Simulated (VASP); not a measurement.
**NaCl: single point with PBE**

Crystal: NaCl.

```xyz
2
Lattice="0.0000 2.8027 2.8027 2.8027 0.0000 2.8027 2.8027 2.8027 0.0000" Properties=species:S:1:pos:R:3 pbc="T T T"
Na    0.0000    0.0000    0.0000
Cl    2.8027    2.8027    2.8027
```

```yaml
Program: VASP 6.6.1
Task: single point
Functional: PBE
Potentials_or_basis: VASP PAW PBE potentials, release 64 (Na_pv, Cl)
Cutoff: 520 eV
k_mesh: 4 × 4 × 4
Occupations: gaussian, width 0.01 eV
Spin: no spin polarisation
Dipole_correction: no
Further_INCAR_settings: ALGO = Normal; EDIFF = 1e-07; NBANDS = 14
```

| Item | Value |
| --- | --- |
| Pressure | 1.3 GPa |
| Band gap on the k mesh | 5.18 eV |

Levels at points of the mesh, in eV from the valence-band top:
```
           k point  band 5  band 6  band 7  band 8  band 9  band 10
(0.00, 0.00, 0.00)    0.00    0.00    0.00    5.18   11.14    11.14
(0.50, 0.00, 0.00)   -1.98   -0.27   -0.27    7.31   10.78    11.02
(0.50, 0.50, 0.00)   -1.71   -0.61   -0.61    7.59    8.06    11.45
```

Run time: 9.2 s on 1 thread of AMD EPYC 7R13 (shared host), peak memory 0.12 GiB.

Caveat: the k points lie up to 0.49 Å⁻¹ apart. PBE gaps usually lie below the measured ones, often by a third to a half.
